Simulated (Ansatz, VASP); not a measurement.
MgO: VASP beside Ansatz

Contents of INCAR:

```
PREC     = Accurate       # precision mode
ENCUT    = 750            # plane-wave cutoff, eV
EDIFF    = 1E-6           # SCF threshold, eV
ISMEAR   = 0              # smearing method
SIGMA    = 0.05           # smearing width, eV
LREAL    = F              # projectors in reciprocal space
LASPH    = T              # aspherical terms in the spheres
NELM     = 120            # most SCF steps
ALGO     = Normal         # electronic algorithm
ISIF     = 2              # what is computed and relaxed
LWAVE    = F              # write WAVECAR
LCHARG   = F              # write CHGCAR
NBANDS   = 15             # bands
GGA_COMPAT= F
```

The input KPOINTS:

```
Automatic mesh
0
Gamma
  10 10 10
```

Contents of POSCAR:

```
MgO
1.0
    0.0000000000      2.1351500000      2.1351500000
    2.1351500000      0.0000000000      2.1351500000
    2.1351500000      2.1351500000      0.0000000000
Mg O
1 1
Direct
    0.0000000000      0.0000000000      0.0000000000
    0.5146359741      0.5146359741      0.4853640259
```

Input for Ansatz:

```yaml
crystal:
  lattice:
    - [0.0, 2.13515, 2.13515]
    - [2.13515, 0.0, 2.13515]
    - [2.13515, 2.13515, 0.0]
  atoms:
    - { symbol: Mg, position: [0.0, 0.0, 0.0] }
    - { symbol: O, position: [0.5146359741, 0.5146359741, 0.4853640259] }
basis:
  ecutwfc: 420
kpoints:
  mp_grid: { grid: [10, 10, 10] }
hamiltonian:
  xc: lda
scf:
  occupations: { method: gaussian, width: 0.05 }
output:
  forces: true
  stress: true
  eigenvalues: true
```

Change from the starting cell: all O atoms moved +0.062 Å, as atom 2 along Cartesian [0 0 1].

Alike in both runs: task single point; functional LDA; k mesh 10 × 10 × 10; occupations gaussian, width 0.05 eV; no spin polarisation.

|  | VASP | Ansatz |
| --- | --- | --- |
| version | VASP 6.6.1 | Ansatz 0.2.0 |
| potentials or method | VASP PAW LDA potentials, release 64 (Mg_sv, O), cutoff 750 eV | scalar-relativistic, plane waves, PAW |
| valence electrons in the cell | 16 | 16 |

|  | VASP | Ansatz | Ansatz less VASP |
| --- | --- | --- | --- |
| gap on the k mesh at the Fermi level (eV) | 4.28 | 4.26 | -0.016 |
| least direct gap on the mesh (eV) | 4.28 | 4.26 | -0.016 |
| pressure (GPa) | -11.4 | -11.3 | +0.13 |
| traceless stress, the component that is largest in VASP (GPa) | 0.77 | 0.75 | -0.020 |
| rms of the force components (eV/Å) | 0.152 | 0.147 | -0.0051 |

LDA's correlation is that of Perdew and Zunger in VASP and of Perdew and Wang (1992) in Ansatz. Atom by atom the forces differ by 0.005 eV/Å (rms over components).
